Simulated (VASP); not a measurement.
A run of VASP 6.6.1 is set up as follows.

The input INCAR:

```
PREC = Accurate ; ENCUT = 520
EDIFF = 1E-6 ; ISMEAR = -1
SIGMA = 0.02 ; LREAL = False
LASPH = True ; NELM = 60
ALGO = Normal ; ISIF = 2
LWAVE = False ; LCHARG = False
GGA = PE ; IVDW = 12
NBANDS = 44
```

File KPOINTS:

```
regular mesh
0
Gamma
  6 6 2
```

Contents of POSCAR:

```
Ge2Sb2Te5
1.0
    4.2301494226      0.0000000000      0.0000000000
   -2.1150747113      3.6634168618      0.0000000000
    0.0000000000      0.0000000000     16.9089379879
Ge Sb Te
2 2 5
Direct
    0.3333333333      0.6666666667      0.8993013457
    0.6666666667      0.3333333333      0.1006986543
    0.0000000000      0.0000000000      0.6825148602
    0.0000000000      0.0000000000      0.3174851398
    0.0000000000      0.0000000000      0.0000000000
    0.6666666667      0.3333333333      0.8014346192
    0.3333333333      0.6666666667      0.1985653808
    0.3333333333      0.6666666667      0.5806251194
    0.6666666667      0.3333333333      0.4193748806
```

Potentials or basis: VASP PAW PBE potentials, release 64 (Ge_d, Sb, Te).

Command:

```sh
$ cat potpaw_PBE.64/Ge_d/POTCAR potpaw_PBE.64/Sb/POTCAR potpaw_PBE.64/Te/POTCAR > POTCAR
$ mpirun -np 1 vasp_std > vasp.out
```

(1) What does it give for the dispersion energy per atom?

(2) What does it give for the band gap on the k mesh?

(3) Predict the pressure.

## Answers

(1) -0.431 eV.

(2) 0.14 eV, direct.

(3) -0.1 GPa.

Caveat: spin-orbit coupling is left out, which moves the levels of the heavy elements.
